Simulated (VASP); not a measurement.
# TaCuN2 (R-3m) in VASP: notebook

Runs on TaCuN2. Level: LDA. Tasks: single point.

Everything below comes from runs of VASP 6.6.1. Logs are shortened: lines on timing, memory, paths and dates and some standing lists are left out, and cuts for length are marked.

## Step 1: The cell of the first run

The structure is trigonal, space group R-3m (No. 166). The conventional cell has a = 3.050 Å, b = 3.050 Å, c = 17.048 Å, α = 90.00°, β = 90.00°, γ = 120.00°. Within 2.7 Å of Ta (site symmetry -3m) lie 6 N at 2.05 Å. Cu (site symmetry -3m) has 2 N at 1.78 Å within 2.4 Å. Within 2.4 Å of N (site symmetry 3m) lie 1 Cu at 1.78 Å and 3 Ta at 2.05 Å.

## Step 2: Single point, LDA (11.44 Å³/atom)

INCAR reads:

```
SYSTEM = TaCuN2
PREC     = Accurate       ! precision mode
ENCUT    = 520            ! plane-wave cutoff, eV
EDIFF    = 1E-6           ! SCF threshold, eV
ISMEAR   = 0              ! smearing method
SIGMA    = 0.05           ! smearing width, eV
LREAL    = .False.        ! projectors in reciprocal space
LASPH    = .True.         ! aspherical terms in the spheres
NELM     = 60             ! most SCF steps
ALGO     = Normal         ! electronic algorithm
ISIF     = 2              ! what is computed and relaxed
LWAVE    = .False.        ! write WAVECAR
LCHARG   = .True.         ! write CHGCAR
LELF     = .True.         ! ELF
LVHAR    = .True.       
NBANDS   = 24             ! bands
```

KPOINTS reads:

```
regular mesh
0
Gamma
  12 12 12
  0 0 0
```

POSCAR reads:

```
TaCuN2
1.0
    1.5249814206      0.8804484337      5.6826055923
   -1.5249814206      0.8804484337      5.6826055923
    0.0000000000     -1.7608968673      5.6826055923
Ta Cu N
1 1 2
Direct
    0.5000000000      0.5000000000      0.5000000000
    0.0000000000      0.0000000000      0.0000000000
    0.1046071747      0.1046071747      0.1046071747
    0.8953928253      0.8953928253      0.8953928253
```

Potentials or basis: VASP PAW LDA potentials, release 64 (Ta_pv, Cu, N).

On the command line:

```sh
$ cat potpaw_LDA.64/Ta_pv/POTCAR potpaw_LDA.64/Cu/POTCAR potpaw_LDA.64/N/POTCAR > POTCAR
$ mpirun -np 1 vasp_std > vasp.out
```

OUTCAR:

```text
SYSTEM = TaCuN2
   PREC = Accurate
   ENCUT = 520
   EDIFF = 1E-6
   ISMEAR = 0
   LREAL = .False.
   LASPH = .True.
   NELM = 60
   ISIF = 2

 ion  position               nearest neighbor table
   1  0.500  0.500  0.500-   3 2.05   4 2.05   3 2.05   3 2.05   4 2.05   4 2.05
   2  0.000  0.000  0.000-   3 1.78   4 1.78
   3  0.105  0.105  0.105-   2 1.78   1 2.05   1 2.05   1 2.05
   4  0.895  0.895  0.895-   2 1.78   1 2.05   1 2.05   1 2.05

  LATTYP: Found a trigonal (rhomboedric) cell.
 ALAT       =     5.9491818005
 COS(alpha) =     0.8685850968

  Lattice vectors:

 A1 = (   1.5249814206,   0.8804484337,   5.6826055923)
 A2 = (  -1.5249814206,   0.8804484337,   5.6826055923)
 A3 = (   0.0000000000,  -1.7608968673,   5.6826055923)

Analysis of symmetry for initial positions (statically):
=====================================================================
 Subroutine PRICEL returns:
 Original cell was already a primitive cell.

 Routine SETGRP: Setting up the symmetry group for a
 trigonal (rhombohedral) supercell.

 Subroutine GETGRP returns: Found 12 space group operations
 (whereof 12 operations were pure point group operations)
 out of a pool of 12 trial point group operations.

The static configuration has the point symmetry D_3d.

Analysis of symmetry for dynamics (positions and initial velocities):
=====================================================================
 Subroutine PRICEL returns:
 Original cell was already a primitive cell.

 Routine SETGRP: Setting up the symmetry group for a
 trigonal (rhombohedral) supercell.

 Subroutine GETGRP returns: Found 12 space group operations
 (whereof 12 operations were pure point group operations)
 out of a pool of 12 trial point group operations.

The dynamic configuration has the point symmetry D_3d.

 Subroutine INISYM returns: Found 12 space group operations
 (whereof 12 operations are pure point group operations),
 and found     1 'primitive' translations

----------------------------------------------------------------------------------------

                                     Primitive cell

  volume of cell :      45.7791

  direct lattice vectors                    reciprocal lattice vectors
     1.524981421  0.880448434  5.682605592     0.327872847  0.189297476  0.058658538
    -1.524981421  0.880448434  5.682605592    -0.327872847  0.189297476  0.058658538
     0.000000000 -1.760896867  5.682605592     0.000000000 -0.378594953  0.058658538

  length of vectors
     5.949181800  5.949181800  5.949181800     0.383112206  0.383112206  0.383112206

  position of ions in fractional coordinates (direct lattice)
     0.500000000  0.500000000  0.500000000
     0.000000000  0.000000000  0.000000000
     0.104607175  0.104607175  0.104607175
     0.895392825  0.895392825  0.895392825

  ion indices of the primitive-cell ions
   primitive index   ion index
                 1           1
                 2           2
                 3           3
                 4           4

----------------------------------------------------------------------------------------

 KPOINTS: regular mesh

Automatic generation of k-mesh.
 Grid dimensions read from file:
 generate k-points for:   12   12   12

 Generating k-lattice:

  Cartesian coordinates                     Fractional coordinates (reciprocal lattice)
     0.027322737  0.015774790  0.004888211     0.083333333  0.000000000  0.000000000
    -0.027322737  0.015774790  0.004888211     0.000000000  0.083333333  0.000000000
     0.000000000 -0.031549579  0.004888211     0.000000000  0.000000000  0.083333333

  Length of vectors
     0.031926017  0.031926017  0.031926017

  Shift w.r.t. Gamma in fractional coordinates (k-lattice)
     0.000000000  0.000000000  0.000000000

 Subroutine IBZKPT returns following result:
 ===========================================

 Found    189 irreducible k-points:

 Following reciprocal coordinates:
            Coordinates               Weight
  0.000000  0.000000  0.000000      1.000000
  0.083333  0.000000  0.000000      6.000000
  0.166667  0.000000  0.000000      6.000000
  0.250000  0.000000  0.000000      6.000000
  0.333333  0.000000 -0.000000      6.000000
  0.416667 -0.000000 -0.000000      6.000000
[... 16 lines left out ...]
  0.500000  0.166667 -0.000000     12.000000
 -0.416667  0.166667  0.000000     12.000000
 [... further k-points ...]
   k-points           NKPTS =    189   k-points in BZ     NKDIM =    189   number of bands    NBANDS=     24
   number of dos      NEDOS =    301   number of ions     NIONS =      4
   total plane-waves  NPLWV = 110592
   dimension x,y,z NGX =    48 NGY =   48 NGZ =   48
   dimension x,y,z NGXF=    96 NGYF=   96 NGZF=   96
   ions per type =               1   1   2
   NGX,Y,Z   is equivalent  to a cutoff of  13.41, 13.41, 13.41 a.u.
   NGXF,Y,Z  is equivalent  to a cutoff of  26.83, 26.83, 26.83 a.u.
 SYSTEM =  TaCuN2
   PREC   = accura    normal or accurate (medium, high low for compatibility)
   ISTART =      0    job   : 0-new  1-cont  2-samecut
   ICHARG =      2    charge: 1-file 2-atom 10-const
   ISPIN  =      1    spin polarized calculation?
   LNONCOLLINEAR =      F non collinear calculations
   LSORBIT =      F    spin-orbit coupling
   LASPH  =      T    aspherical Exc in radial PAW
   ENCUT  =  520.0 eV  38.22 Ry    6.18 a.u.  11.06 11.06 11.06*2*pi/ulx,y,z
   NELM   =     60;   NELMIN=  2; NELMDL= -5     # of ELM steps
   EDIFF  = 0.1E-05   stopping-criterion for ELM
   LREAL  =      F    real-space projection
   EDIFFG = 0.1E-04   stopping-criterion for IOM
   NSW    =      0    number of steps for IOM
   IBRION =     -1    ionic relax: 0-MD 1-quasi-New 2-CG
   NFREE  =      0    steps in history (QN), initial steepest desc. (CG)
   ISIF   =      2    stress and relaxation
   ISYM   =      2    0-nonsym 1-usesym 2-fastsym
   POTIM  = 0.5000    time-step for ionic-motion
   TEBEG  =    0.0;   TEEND  =   0.0 temperature during run
   PSTRESS=    0.0 pullay stress
   NELECT =      32.0000    total number of electrons
   NUPDOWN=      -1.0000    fix difference up-down
   EMIN   =  10.00;   EMAX   =-10.00  energy-range for DOS
   EFERMI =   0.00;   METHOD = LEGACY
   ISMEAR =     0;   SIGMA  =   0.05  broadening in eV -4-tet -1-fermi 0-gaus
   EFERMI_NEDOS =   21; number of points for ismear=-14 and -15
   IALGO  =     38    algorithm
   IMIX   =      4    mixing-type and parameters
     AMIX     =   0.40;   BMIX     =  1.00
     AMIX_MAG =   1.60;   BMIX_MAG =  1.00
  volume/ion in A,a.u.               =      11.44        77.23
  Fermi-wavevector in a.u.,A,eV,Ry     =   1.452900  2.745583 28.720791  2.110919
  Thomas-Fermi vector in A             =   2.570229
   LORBIT       =      0    0 simple, 1 ext, 2 COOP (PROOUT), +10 PAW based schemes
   GGA     = CA    functional components
   LHFCALC =     F    Hartree Fock is set to
   AEXX    =    0.0000 exact exchange contribution
   IVDW    =     0    specifies the selected vdW correction
   LEPSILON=     F    determine dielectric tensor
   LRPA    =     F    only Hartree local field effects (RPA)
 non-spin polarized calculation
 Gauss-broadening in eV      SIGMA  =   0.05
  energy-cutoff  :      520.00
  volume of cell :       45.78
 maximum number of plane-waves:      1248
 NGX is ok and might be reduce to    48
   NGX = 23   NGY = 23   NGZ = 23

 number of electron      31.9999997 magnetization

 Free energy of the ion-electron system (eV)
  ---------------------------------------------------
  ext. energy  EPLUGINS =         0.00000000
  ---------------------------------------------------
  free energy    TOTEN  =       -38.14189484 eV

  energy without entropy =      -38.14189385  energy(sigma->0) =      -38.14189435

 E-fermi :   5.8939     XC(G=0): -12.3228

 val. band max:        5.7913900377   @ k =   0.5000   0.5000   0.5000
 cond. band min:       6.0007878803   @ k =   0.5000   0.0000   0.0000
 fundamental gap:      0.2093978426
 Fermi energy:         5.8938954838

 k-point     1 :       0.0000    0.0000    0.0000
  band No.  band energies     occupation
      1     -29.3759      2.00000
      2     -28.9730      2.00000
      3     -28.9730      2.00000
      4     -10.8577      2.00000
      5      -7.7772      2.00000
      6      -2.5894      2.00000
[... 16 lines left out ...]
     23      14.0596      0.00000
     24      15.8879      0.00000

 k-point     2 :       0.0833    0.0000    0.0000
  band No.  band energies     occupation
      1     -29.3650      2.00000
      2     -29.0344      2.00000
      3     -28.9858      2.00000
      4     -10.7018      2.00000
      5      -7.8661      2.00000
      6      -2.4438      2.00000
[... 16 lines left out ...]
     23      14.8334      0.00000
     24      15.9122      0.00000

 k-point     3 :       0.1667    0.0000    0.0000
  band No.  band energies     occupation
      1     -29.3353      2.00000
      2     -29.1983      2.00000
      3     -29.0206      2.00000
      4     -10.2740      2.00000
      5      -8.0997      2.00000
      6      -2.0319      2.00000
[... 16 lines left out ...]
     23      15.7552      0.00000
     24      16.1343      0.00000
[... 514 lines left out ...]
 k-point    23 :       0.5000    0.1667   -0.0000
  band No.  band energies     occupation
      1     -29.7179      2.00000
      2     -29.2799      2.00000
      3     -29.2081      2.00000
      4      -8.9330      2.00000
      5      -8.3322      2.00000
      6      -0.9522      2.00000
[... 16 lines left out ...]
     23      15.2256      0.00000
     24      16.0537      0.00000

 k-point    24 :      -0.4167    0.1667    0.0000
  band No.  band energies     occupation
      1     -29.7530      2.00000
      2     -29.3017      2.00000
      3     -29.1992      2.00000
      4      -8.9986      2.00000
      5      -8.1474      2.00000
      6      -1.1783      2.00000
[... 16 lines left out ...]
     23      15.1248      0.00000
     24      16.1091      0.00000

 [... further k-points ...]

------------------------ aborting loop because EDIFF is reached ----------------------------------------

  FORCE on cell =-STRESS in cart. coord.  units (eV):
  Direction    XX          YY          ZZ          XY          YZ          ZX
  --------------------------------------------------------------------------------------
  -------------------------------------------------------------------------------------
  Total        3.2470450      3.2470450      3.4737247      0.0000000      0.0000000      0.0000000
  in kB      113.6401116    113.6401116    121.5734482      0.0000000      0.0000000      0.0000000
  external PRESSURE =     116.2845571 kB  Pullay stress =       0.0000000 kB

 VOLUME and BASIS-vectors are now :
 -----------------------------------------------------------------------------
  energy-cutoff  :      520.00
  volume of cell :       45.78
      direct lattice vectors                 reciprocal lattice vectors
     1.524981421  0.880448434  5.682605592     0.327872847  0.189297476  0.058658538
    -1.524981421  0.880448434  5.682605592    -0.327872847  0.189297476  0.058658538
     0.000000000 -1.760896867  5.682605592     0.000000000 -0.378594953  0.058658538

 POSITION                                       TOTAL-FORCE (eV/Angst)
 -----------------------------------------------------------------------------------
      0.00000      0.00000      8.52391        -0.000000     -0.000000     -0.000000
      0.00000      0.00000      0.00000         0.000000     -0.000000     -0.000000
      0.00000      0.00000      1.78332        -0.000000     -0.000000     -0.020265
      0.00000      0.00000     15.26449        -0.000000      0.000000      0.020265
 -----------------------------------------------------------------------------------
    total drift:                               -0.000000     -0.000000      0.000000

  FREE ENERGIE OF THE ION-ELECTRON SYSTEM (eV)
  ---------------------------------------------------
  free  energy   TOTEN  =       -38.1418948441 eV

  energy  without entropy=      -38.1418938470  energy(sigma->0) =      -38.14189435
```

Run time: 4.9 min. Hardware: 1 thread of Intel Xeon 6975P-C (Granite Rapids), shared host; peak memory 0.43 GiB.

What came out:

- Free energy: -38.1419 eV
- Pressure: 11.6 GPa
- Largest force: 0.020 eV/Å
- Band gap on the k mesh: 0.21 eV (least direct gap 0.69 eV)

Forces in eV/Å, atoms in the order of the input:
```
Ta   0.000  0.000  0.000
Cu   0.000  0.000  0.000
N    0.000  0.000 -0.020
N    0.000  0.000  0.020
```

Caveat: the cell stands under pressure; spin-orbit coupling is left out, which moves the levels of the heavy elements. A k mesh can miss the band edges.

(Continued in part 2 of 2.)
